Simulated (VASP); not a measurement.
# GeB2C3 (R-3m) in VASP: further runs

Runs on GeB2C3. Level: PBE. Tasks: single point.

All numbers are computed with VASP 6.6.1; they aren't measurements. Logs are shortened: lines on timing, memory, paths and dates and some standing lists are left out, and cuts for length are marked.

## 1. The cell of the first run

Symmetry: R-3m, No. 166, trigonal system. Conventional cell: a = 4.899 Å, b = 4.899 Å, c = 11.820 Å, α = 90.00°, β = 90.00°, γ = 120.00°. Ge (site symmetry -3m) has 6 C at 2.42 Å and 6 B at 2.86 Å within 3.2 Å. Within 3.7 Å of B (site symmetry 3m) lie 9 C at 2.80 to 2.88 Å and 3 Ge at 2.86 Å and 4 B at 2.97 to 3.05 Å. C (site symmetry 2/m) has 2 Ge at 2.42 Å and 4 C at 2.45 Å and 6 B at 2.80 to 2.88 Å within 3.2 Å.

## 2. Single point, PBE

Input file INCAR:

```
SYSTEM = GeB2C3
ALGO     = Normal         ! electronic algorithm
EDIFF    = 1E-6           ! SCF threshold, eV
ENCUT    = 520            ! plane-wave cutoff, eV
GGA      = PE             ! functional
ISIF     = 2              ! what is computed and relaxed
ISMEAR   = 0              ! smearing method
LASPH    = .TRUE.         ! aspherical terms in the spheres
LCHARG   = .TRUE.         ! write CHGCAR
LELF     = .TRUE.         ! ELF
LREAL    = .FALSE.        ! projectors in reciprocal space
LVHAR    = .TRUE.       
LWAVE    = .FALSE.        ! write WAVECAR
NBANDS   = 25             ! bands
NELM     = 80             ! most SCF steps
PREC     = Accurate       ! precision mode
SIGMA    = 0.1            ! smearing width, eV
```

Input file KPOINTS:

```
k-points
0
G
  6 6 6
  0 0 0
```

Input file POSCAR:

```
GeB2C3
1.0
    2.4493080300      1.4141086500      3.9398499600
   -2.4493080300      1.4141086500      3.9398499600
    0.0000000000     -2.8282173100      3.9398499600
Ge B C
1 2 3
Direct
    0.0000000000      0.0000000000      0.0000000000
    0.6289240100      0.6289240100      0.6289240100
    0.3710759900      0.3710759900      0.3710759900
    0.0000000000      0.5000000000      0.0000000000
    0.5000000000      0.0000000000      0.0000000000
    0.0000000000      0.0000000000      0.5000000000
```

Potentials or basis: VASP PAW PBE potentials, release 64 (Ge_d, B, C).

Started as:

```
cat potpaw_PBE.64/Ge_d/POTCAR potpaw_PBE.64/B/POTCAR potpaw_PBE.64/C/POTCAR > POTCAR
mpirun -np 1 vasp_std > vasp.out
```

OUTCAR:

```text
SYSTEM = GeB2C3
   EDIFF = 1E-6
   ENCUT = 520
   GGA = PE
   ISIF = 2
   ISMEAR = 0
   LASPH = .TRUE.
   LREAL = .FALSE.
   NELM = 80
   PREC = Accurate

 ion  position               nearest neighbor table
   1  0.000  0.000  0.000-   4 2.42   5 2.42   4 2.42   5 2.42   6 2.42   6 2.42
   2  0.629  0.629  0.629-
   3  0.371  0.371  0.371-
   4  0.000  0.500  0.000-   1 2.42   1 2.42
   5  0.500  0.000  0.000-   1 2.42   1 2.42
   6  0.000  0.000  0.500-   1 2.42   1 2.42

  LATTYP: Found a trigonal (rhomboedric) cell.
 ALAT       =     4.8498691536
 COS(alpha) =     0.4898983072

  Lattice vectors:

 A1 = (   2.4493080300,   1.4141086500,   3.9398499600)
 A2 = (  -2.4493080300,   1.4141086500,   3.9398499600)
 A3 = (   0.0000000000,  -2.8282173100,   3.9398499600)

Analysis of symmetry for initial positions (statically):
=====================================================================
 Subroutine PRICEL returns:
 Original cell was already a primitive cell.

 Routine SETGRP: Setting up the symmetry group for a
 trigonal (rhombohedral) supercell.

 Subroutine GETGRP returns: Found 12 space group operations
 (whereof 12 operations were pure point group operations)
 out of a pool of 12 trial point group operations.

The static configuration has the point symmetry D_3d.

Analysis of symmetry for dynamics (positions and initial velocities):
=====================================================================
 Subroutine PRICEL returns:
 Original cell was already a primitive cell.

 Routine SETGRP: Setting up the symmetry group for a
 trigonal (rhombohedral) supercell.

 Subroutine GETGRP returns: Found 12 space group operations
 (whereof 12 operations were pure point group operations)
 out of a pool of 12 trial point group operations.

The dynamic configuration has the point symmetry D_3d.

 Subroutine INISYM returns: Found 12 space group operations
 (whereof 12 operations are pure point group operations),
 and found     1 'primitive' translations

----------------------------------------------------------------------------------------

                                     Primitive cell

  volume of cell :      81.8761

  direct lattice vectors                    reciprocal lattice vectors
     2.449308030  1.414108650  3.939849960     0.204139289  0.117859873  0.084605591
    -2.449308030  1.414108650  3.939849960    -0.204139289  0.117859873  0.084605591
     0.000000000 -2.828217310  3.939849960     0.000000000 -0.235719747  0.084605591

  length of vectors
     4.849869154  4.849869154  4.849869159     0.250443417  0.250443417  0.250443416

  position of ions in fractional coordinates (direct lattice)
     0.000000000  0.000000000  0.000000000
     0.628924010  0.628924010  0.628924010
     0.371075990  0.371075990  0.371075990
     0.000000000  0.500000000  0.000000000
     0.500000000  0.000000000  0.000000000
     0.000000000  0.000000000  0.500000000

  ion indices of the primitive-cell ions
   primitive index   ion index
                 1           1
                 2           2
                 3           3
                 4           4
                 5           5
                 6           6

----------------------------------------------------------------------------------------

 KPOINTS: k-points

Automatic generation of k-mesh.
 Grid dimensions read from file:
 generate k-points for:    6    6    6

 Generating k-lattice:

  Cartesian coordinates                     Fractional coordinates (reciprocal lattice)
     0.034023215  0.019643312  0.014100932     0.166666667  0.000000000  0.000000000
    -0.034023215  0.019643312  0.014100932     0.000000000  0.166666667  0.000000000
     0.000000000 -0.039286624  0.014100932    -0.000000000 -0.000000000  0.166666667

  Length of vectors
     0.041740569  0.041740569  0.041740569

  Shift w.r.t. Gamma in fractional coordinates (k-lattice)
     0.000000000  0.000000000  0.000000000

 Subroutine IBZKPT returns following result:
 ===========================================

 Found     32 irreducible k-points:

 Following reciprocal coordinates:
            Coordinates               Weight
  0.000000  0.000000  0.000000      1.000000
  0.166667 -0.000000 -0.000000      6.000000
  0.333333  0.000000  0.000000      6.000000
  0.500000 -0.000000 -0.000000      3.000000
  0.166667  0.166667 -0.000000      6.000000
  0.333333  0.166667 -0.000000     12.000000
[... 16 lines left out ...]
  0.500000  0.500000  0.166667      6.000000
 -0.333333  0.500000  0.166667     12.000000
 [... further k-points ...]
   k-points           NKPTS =     32   k-points in BZ     NKDIM =     32   number of bands    NBANDS=     25
   number of dos      NEDOS =    301   number of ions     NIONS =      6
   total plane-waves  NPLWV =  46656
   dimension x,y,z NGX =    36 NGY =   36 NGZ =   36
   dimension x,y,z NGXF=    72 NGYF=   72 NGZF=   72
   ions per type =               1   2   3
   NGX,Y,Z   is equivalent  to a cutoff of  12.34, 12.34, 12.34 a.u.
   NGXF,Y,Z  is equivalent  to a cutoff of  24.68, 24.68, 24.68 a.u.
 SYSTEM =  GeB2C3
   PREC   = accura    normal or accurate (medium, high low for compatibility)
   ISTART =      0    job   : 0-new  1-cont  2-samecut
   ICHARG =      2    charge: 1-file 2-atom 10-const
   ISPIN  =      1    spin polarized calculation?
   LNONCOLLINEAR =      F non collinear calculations
   LSORBIT =      F    spin-orbit coupling
   LASPH  =      T    aspherical Exc in radial PAW
   ENCUT  =  520.0 eV  38.22 Ry    6.18 a.u.   9.02  9.02  9.02*2*pi/ulx,y,z
   NELM   =     80;   NELMIN=  2; NELMDL= -5     # of ELM steps
   EDIFF  = 0.1E-05   stopping-criterion for ELM
   LREAL  =      F    real-space projection
   EDIFFG = 0.1E-04   stopping-criterion for IOM
   NSW    =      0    number of steps for IOM
   IBRION =     -1    ionic relax: 0-MD 1-quasi-New 2-CG
   NFREE  =      0    steps in history (QN), initial steepest desc. (CG)
   ISIF   =      2    stress and relaxation
   ISYM   =      2    0-nonsym 1-usesym 2-fastsym
   POTIM  = 0.5000    time-step for ionic-motion
   TEBEG  =    0.0;   TEEND  =   0.0 temperature during run
   PSTRESS=    0.0 pullay stress
   NELECT =      32.0000    total number of electrons
   NUPDOWN=      -1.0000    fix difference up-down
   EMIN   =  10.00;   EMAX   =-10.00  energy-range for DOS
   EFERMI =   0.00;   METHOD = LEGACY
   ISMEAR =     0;   SIGMA  =   0.10  broadening in eV -4-tet -1-fermi 0-gaus
   EFERMI_NEDOS =   21; number of points for ismear=-14 and -15
   IALGO  =     38    algorithm
   IMIX   =      4    mixing-type and parameters
     AMIX     =   0.40;   BMIX     =  1.00
     AMIX_MAG =   1.60;   BMIX_MAG =  1.00
  volume/ion in A,a.u.               =      13.65        92.09
  Fermi-wavevector in a.u.,A,eV,Ry     =   1.196940  2.261889 19.492602  1.432666
  Thomas-Fermi vector in A             =   2.332868
   LORBIT       =      0    0 simple, 1 ext, 2 COOP (PROOUT), +10 PAW based schemes
   GGA     = PE    functional components
   LHFCALC =     F    Hartree Fock is set to
   AEXX    =    0.0000 exact exchange contribution
   IVDW    =     0    specifies the selected vdW correction
   LEPSILON=     F    determine dielectric tensor
   LRPA    =     F    only Hartree local field effects (RPA)
 non-spin polarized calculation
 Gauss-broadening in eV      SIGMA  =   0.10
  energy-cutoff  :      520.00
  volume of cell :       81.88
 maximum number of plane-waves:      2222
   NGX = 17   NGY = 17   NGZ = 17

 number of electron      31.9999992 magnetization

 Free energy of the ion-electron system (eV)
  ---------------------------------------------------
  ext. energy  EPLUGINS =         0.00000000
  ---------------------------------------------------
  free energy    TOTEN  =       -23.97201415 eV

  energy without entropy =      -23.94937733  energy(sigma->0) =      -23.96069574

 E-fermi :   3.1458     XC(G=0): -10.3284

 val. band max:        3.1408112976   @ k =  -0.3333   0.5000   0.1667
 cond. band min:       3.2073885362   @ k =  -0.3333  -0.3333   0.1667
 fundamental gap:      0.0665772386
 Fermi energy:         3.1457939710

 k-point     1 :       0.0000    0.0000    0.0000
  band No.  band energies     occupation
      1     -21.4469      2.00000
      2     -21.4469      2.00000
      3     -21.4281      2.00000
      4     -21.4281      2.00000
      5     -21.4234      2.00000
      6      -9.9779      2.00000
[... 17 lines left out ...]
     24       7.8802      0.00000
     25       7.8802      0.00000

 k-point     2 :       0.1667   -0.0000   -0.0000
  band No.  band energies     occupation
      1     -21.4469      2.00000
      2     -21.4468      2.00000
      3     -21.4282      2.00000
      4     -21.4280      2.00000
      5     -21.4233      2.00000
      6      -9.7864      2.00000
[... 17 lines left out ...]
     24       7.3260      0.00000
     25       7.8116      0.00000

 k-point     3 :       0.3333    0.0000    0.0000
  band No.  band energies     occupation
      1     -21.4469      2.00000
      2     -21.4465      2.00000
      3     -21.4283      2.00000
      4     -21.4278      2.00000
      5     -21.4230      2.00000
      6      -9.2546      2.00000
[... 17 lines left out ...]
     24       6.9125      0.00000
     25       7.6542      0.00000

 k-point     4 :       0.5000   -0.0000   -0.0000
  band No.  band energies     occupation
      1     -21.4469      2.00000
      2     -21.4463      2.00000
      3     -21.4284      2.00000
      4     -21.4277      2.00000
      5     -21.4228      2.00000
      6      -8.7764      2.00000
[... 17 lines left out ...]
     24       7.3003      0.00000
     25       7.3279      0.00000

 k-point     5 :       0.1667    0.1667   -0.0000
  band No.  band energies     occupation
      1     -21.4469      2.00000
      2     -21.4467      2.00000
      3     -21.4282      2.00000
      4     -21.4279      2.00000
      5     -21.4232      2.00000
      6      -9.7175      2.00000
[... 17 lines left out ...]
     24       7.2311      0.00000
     25       7.5791      0.00000

 k-point     6 :       0.3333    0.1667   -0.0000
  band No.  band energies     occupation
      1     -21.4469      2.00000
      2     -21.4465      2.00000
      3     -21.4283      2.00000
      4     -21.4276      2.00000
      5     -21.4230      2.00000
      6      -9.2857      2.00000
[... 17 lines left out ...]
     24       6.6115      0.00000
     25       7.3753      0.00000
[... 393 lines left out ...]
 k-point    21 :      -0.3333    0.3333    0.1667
  band No.  band energies     occupation
      1     -21.4468      2.00000
      2     -21.4463      2.00000
      3     -21.4281      2.00000
      4     -21.4276      2.00000
      5     -21.4228      2.00000
      6      -8.2699      2.00000
[... 17 lines left out ...]
     24       6.8665      0.00000
     25       7.1443      0.00000

 k-point    22 :      -0.1667    0.3333    0.1667
  band No.  band energies     occupation
      1     -21.4468      2.00000
      2     -21.4463      2.00000
      3     -21.4283      2.00000
      4     -21.4277      2.00000
      5     -21.4229      2.00000
      6      -8.7743      2.00000
[... 17 lines left out ...]
     24       6.5821      0.00000
     25       7.0530      0.00000

 k-point    23 :       0.5000    0.5000    0.1667
  band No.  band energies     occupation
      1     -21.4470      2.00000
      2     -21.4463      2.00000
      3     -21.4282      2.00000
      4     -21.4272      2.00000
      5     -21.4228      2.00000
      6      -8.3530      2.00000
[... 17 lines left out ...]
     24       6.5863      0.00000
     25       6.9734      0.00000

 k-point    24 :      -0.3333    0.5000    0.1667
  band No.  band energies     occupation
      1     -21.4468      2.00000
      2     -21.4463      2.00000
      3     -21.4282      2.00000
      4     -21.4274      2.00000
      5     -21.4227      2.00000
      6      -7.8082      2.00000
[... 17 lines left out ...]
     24       6.7079      0.00000
     25       6.9983      0.00000

 [... further k-points ...]
[... 5 lines left out ...]
  --------------------------------------------------------------------------------------
  -------------------------------------------------------------------------------------
  Total       -9.7001910     -9.7001910    -11.4453962     -0.0000000      0.0000000     -0.0000000
  in kB     -189.8164067   -189.8164075   -223.9671349     -0.0000000      0.0000002     -0.0000000
  external PRESSURE =    -201.1999830 kB  Pullay stress =       0.0000000 kB

 VOLUME and BASIS-vectors are now :
 -----------------------------------------------------------------------------
  energy-cutoff  :      520.00
  volume of cell :       81.88
      direct lattice vectors                 reciprocal lattice vectors
     2.449308030  1.414108650  3.939849960     0.204139289  0.117859873  0.084605591
    -2.449308030  1.414108650  3.939849960    -0.204139289  0.117859873  0.084605591
     0.000000000 -2.828217310  3.939849960     0.000000000 -0.235719747  0.084605591

 POSITION                                       TOTAL-FORCE (eV/Angst)
 -----------------------------------------------------------------------------------
      0.00000      0.00000      0.00000         0.000000     -0.000000     -0.000000
      0.00000     -0.00000      7.43360         0.000000     -0.000000      0.090868
      0.00000     -0.00000      4.38595         0.000000      0.000000     -0.090868
     -1.22465      0.70705      1.96992        -0.000000      0.000000      0.000000
      1.22465      0.70705      1.96992        -0.000000     -0.000000     -0.000000
      0.00000     -1.41411      1.96992         0.000000      0.000000      0.000000
 -----------------------------------------------------------------------------------
    total drift:                                0.000000      0.000000     -0.000000

  FREE ENERGIE OF THE ION-ELECTRON SYSTEM (eV)
  ---------------------------------------------------
  free  energy   TOTEN  =       -23.9720141489 eV

  energy  without entropy=      -23.9493773261  energy(sigma->0) =      -23.96069574
```

It took 25 s on 1 thread of Intel Xeon 6975P-C (Granite Rapids), shared host; peak memory 0.23 GiB.

What came out:

| Item | Value |
| --- | --- |
| Free energy | -23.9720 eV |
| Pressure | -20.1 GPa |
| Largest force | 0.091 eV/Å |
| Band gap on the k mesh | zero (band 16 reaches 3.35 eV, above the bottom of band 17 at 1.39 eV) |

Forces in eV/Å, atoms in the order of the input:
```
Ge   0.000  0.000  0.000
B    0.000  0.000  0.091
B    0.000  0.000 -0.091
C    0.000  0.000  0.000
C    0.000  0.000  0.000
C    0.000  0.000  0.000
```

Levels at points of the mesh, in eV from the Fermi level:
```tsv
k point	band 13	band 14	band 15	band 16	band 17	band 18	band 19	band 20
(0.00, 0.00, 0.00)	-3.59	-3.45	-2.31	-1.20	-1.20	-0.12	-0.12	0.63
(0.50, 0.00, 0.00)	-3.16	-2.44	-0.32	0.20	0.30	0.34	0.95	2.37
(0.50, 0.50, 0.00)	-1.08	-0.80	-0.03	0.15	0.64	0.92	1.49	1.89
(0.50, 0.50, 0.50)	-3.31	-0.99	-0.23	-0.23	0.53	0.53	1.40	2.73
```

[end of part 1 of 2]
